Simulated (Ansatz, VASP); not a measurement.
## BiW3: VASP beside Ansatz

```xyz
8
Lattice="6.4385 0.0000 0.0000 -3.2193 5.5759 0.0000 0.0000 0.0000 4.5407" Properties=species:S:1:pos:R:3 pbc="T T T"
Bi    0.0000    3.7173    1.1352
Bi    3.2193    1.8586    3.4055
W     3.2193    4.0572    1.1352
W    -1.9040    4.8165    3.4055
W     1.3153    0.7594    1.1352
W     0.0000    1.5187    3.4055
W     5.1232    0.7594    1.1352
W     1.9040    4.8165    3.4055
```

Alike in both runs: functional PBE; k mesh 6 × 6 × 8; occupations gaussian, width 0.1 eV; no spin polarisation.

Ansatz relaxed the structure, and its values are those at the end. VASP's run is a single point on that final structure, the one shown.

```csv
,VASP,Ansatz
version,VASP 6.6.1,Ansatz 0.2.0
potentials or method,"VASP PAW PBE potentials, release 64 (Bi_d, W_sv), cutoff 520 eV","scalar-relativistic, plane waves, PAW"
valence electrons in the cell,114,114
```

|  | VASP | Ansatz | Ansatz less VASP |
| --- | --- | --- | --- |
| gap on the k mesh at the Fermi level (eV) | none | none | - |
| pressure (GPa) | 0.3 | 0.0 | -0.30 |
| rms of the force components (eV/Å) | 0.021 | 0.002 | -0.0197 |

A gap of «none» marks a metal or a gap that the smearing closes.

Neither program's run includes spin-orbit coupling.
